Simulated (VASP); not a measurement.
A run of VASP 6.6.1 is set up as follows.

The input INCAR:

```
PREC = Accurate ; ENCUT = 520
EDIFF = 1E-6 ; ISMEAR = -1
SIGMA = 0.15 ; LREAL = F
LASPH = T ; NELM = 60
ALGO = Normal ; ISIF = 2
LWAVE = F ; LCHARG = T
GGA = PS ; LELF = T
LVHAR = T ; NBANDS = 16
```

The input KPOINTS:

```
regular mesh
0
Gamma
  8 8 4
```

The input POSCAR:

```
NaLa
1.0
    3.6062500000      0.0000000000      0.0000000000
   -1.8031300000      3.1231000000      0.0000000000
    0.0000000000      0.0000000000      6.4837800000
Na La
1 1
Direct
    0.0000000000      0.0000000000      0.0000000000
    0.3333333333      0.6666666667      0.5000000000
```

Potentials or basis: VASP PAW PBE potentials, release 64 (Na_pv, La).

Run with:

```console
$ cat potpaw_PBE.64/Na_pv/POTCAR potpaw_PBE.64/La/POTCAR > POTCAR
$ mpirun -np 1 vasp_std > vasp.out
```

(1) What does it give for the pressure?

(2) Estimate the band gap on the k mesh.

Answers

(1) -1.1 GPa.

(2) zero (band 9 reaches 4.36 eV, above the bottom of band 10 at 3.62 eV).

Caveat: the PAW data sets were made with another functional, which shifts forces and pressure a little; spin-orbit coupling is left out, which moves the levels of the heavy elements.
